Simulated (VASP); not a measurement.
**MoS2: single point with PBEsol**

MoS2:

```
CELL_PARAMETERS angstrom
3.20580 0.00000 0.00000
-1.60290 2.77631 0.00000
0.00000 0.00000 6.27011
ATOMIC_POSITIONS crystal
Mo 0.00000 0.00000 0.50000
S 0.33333 0.66667 0.25532
S 0.66667 0.33333 0.74468
```

```
Program                : VASP 6.6.1
Task                   : single point
Functional             : PBEsol
Potentials or basis    : VASP PAW PBE potentials, release 64 (Mo_sv, S)
Cutoff                 : 520 eV
k mesh                 : 8 × 8 × 4
Occupations            : gaussian, width 0.1 eV
Spin                   : no spin polarisation
Dipole correction      : no
Further INCAR settings : ALGO = Normal; EDIFF = 1e-06; NBANDS = 20
```

```
Pressure               : -0.7 GPa
Largest force          : 0.341 eV/Å
Band gap on the k mesh : zero (band 13 reaches 7.27 eV, above the bottom of band 14 at 6.73 eV)
```

Forces in eV/Å, atoms in the order of the input:
```
Mo   0.000  0.000  0.000
S    0.000  0.000 -0.341
S    0.000  0.000  0.341
```

Stress tensor (GPa, compression positive):
```
-1.94  0.00  0.00
 0.00 -1.94  0.00
 0.00  0.00  1.71
```

Levels at points of the mesh, in eV from the Fermi level:
```tsv
k point	band 9	band 10	band 11	band 12	band 13	band 14	band 15	band 16	band 17	band 18
(0.00, 0.00, 0.00)	-4.13	-1.85	-1.13	-0.99	-0.99	-0.29	-0.29	3.29	3.29	6.00
(0.50, 0.00, 0.00)	-4.86	-4.19	-3.24	-1.78	-1.77	0.98	1.77	3.75	3.84	5.54
(0.00, 0.00, 0.50)	-4.12	-3.69	-0.99	-0.99	-0.36	-0.36	-0.06	3.46	3.46	5.94
(0.50, 0.00, 0.50)	-4.86	-4.24	-2.42	-2.18	-1.62	0.98	1.79	3.39	4.46	4.97
```

Run time: 56 s on 1 thread of Intel Xeon 8259CL (shared host), peak memory 0.19 GiB.

Caveat: the PAW data sets were made with another functional, which shifts forces and pressure a little; this functional lacks dispersion, which binds the layers, so the pressure and a relaxed spacing across them are unreliable.
